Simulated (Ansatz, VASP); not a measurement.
## One calculation of SiC, two programs

```xyz
2
Lattice="0.0000 2.0139 2.0139 2.0139 0.0000 2.0139 2.0139 2.0139 0.0000" Properties=species:S:1:pos:R:3 pbc="T T T"
Si    0.0000    0.0000    0.0000
C     2.0139    2.0139    2.0139
```

Alike in both runs: task single point; functional PBE-based global hybrid; k mesh 6 × 6 × 6; occupations fermi-dirac, width 0.02 eV; no spin polarisation.

```csv
,VASP,Ansatz
version,VASP 6.6.1,Ansatz 0.2.0
potentials or method,"VASP PAW PBE potentials, release 64 (Si, C)",plane waves
plane-wave cutoff (eV),520,420
valence electrons in the cell,8,8
```

|  | VASP | Ansatz | Ansatz less VASP |
| --- | --- | --- | --- |
| pressure (GPa) | 3.3 | 3.3 | -0.06 |

VASP's potentials were made for PBE, not for PBE-based global hybrid. Ansatz's warnings: filled band counts differ across k points, stress exchange threshold loose, stress scf threshold loose.

The k mesh is coarse, so the values compare programs but aren't converged.
